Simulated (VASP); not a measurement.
Here is a VASP 6.6.1 calculation.

INCAR

```
SYSTEM = SnH
  PREC = Accurate
  ENCUT = 600
  EDIFF = 1E-6
  ISMEAR = 0
  SIGMA = 0.1
  LREAL = .FALSE.
  LASPH = .TRUE.
  NELM = 80
  ALGO = Normal
  ISIF = 3
  LWAVE = .FALSE.
  LCHARG = .FALSE.
  GGA = PE
  IBRION = 2
  NSW = 100
  EDIFFG = -0.01
```

The input KPOINTS:

```
regular mesh
0
G
  18 18 16
  0 0 0
```

File POSCAR:

```
SnH
1.0
    3.0648617629      0.0000000000      0.0000000000
    0.0000000000      3.0648617629      0.0000000000
    0.0000000000      0.0000000000      3.3342003464
Sn H
1 1
Direct
    0.0000000000      0.0000000000      0.0000000000
    0.5000000000      0.5000000000      0.5000000000
```

Potentials or basis: VASP PAW PBE potentials, release 64 (Sn_d, H).

Command:

```sh
$ cat potpaw_PBE.64/Sn_d/POTCAR potpaw_PBE.64/H/POTCAR > POTCAR
$ mpirun -np 1 vasp_std > vasp.out
```

Question: What does it give for the space group after relaxing (to 0.1 Å)?

Answer: Pm-3m (No. 221).

Question: Predict the relaxed cell.

Answer: a = 3.128 Å, b = 3.128 Å, c = 3.138 Å, α = 90.00°, β = 90.00°, γ = 90.00°.

Question: Predict the band gap on the k mesh.

Answer: Zero (an odd number of electrons rules out a gap without spin polarisation).

The path:
```tsv
step	energy change (eV)	largest force (eV/Å)	pressure (GPa)	volume (Å³)
1	0.0000	0.0000	-0.49	31.32
2	-0.0087	0.0000	-0.28	31.10
3	-0.0176	0.0000	0.09	30.75
4	-0.0154	0.0000	1.43	30.00
5	-0.0207	0.0000	0.40	30.48
6	-0.0208	0.0000	0.67	30.33
7	-0.0209	0.0000	0.59	30.38
8	-0.0215	0.0000	-0.06	30.75
9	-0.0216	0.0000	0.05	30.70
```

Caveat: spin-orbit coupling is left out, which moves the levels of the heavy elements; an odd number of electrons without spin polarisation forces a metal; a magnetic or distorted state may lie lower.
